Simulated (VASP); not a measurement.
**Mg: single point with LDA**

Crystal: Mg.

```
Mg
1.0
    -1.75388    1.75388    1.75388
     1.75388   -1.75388    1.75388
     1.75388    1.75388   -1.75388
Mg
1
Direct
  0.00000 0.00000 0.00000
```

```
Program             : VASP 6.6.1
Task                : single point
Functional          : LDA
Potentials or basis : VASP PAW LDA potentials, release 64 (Mg)
Cutoff              : 520 eV
k mesh              : 15 × 15 × 15
Occupations         : fermi-dirac, width 0.08 eV
Spin                : no spin polarisation
```

```
Pressure               : -0.3 GPa
Band gap on the k mesh : zero (band 1 reaches 5.60 eV, above the bottom of band 2 at 1.96 eV)
```

Levels at points of the mesh, in eV from the Fermi level:
```csv
k point,band 1,band 2,band 3,band 4,band 5
"(0.00, 0.00, 0.00)",-7.19,13.36,13.36,13.36,15.52
```

Wall time 6.9 s on 1 thread of Intel(R) Xeon(R) Platinum 8259CL CPU @ 2.50GHz (Skylake/Cascade Lake), on a shared host, peak memory 0.13 GiB.
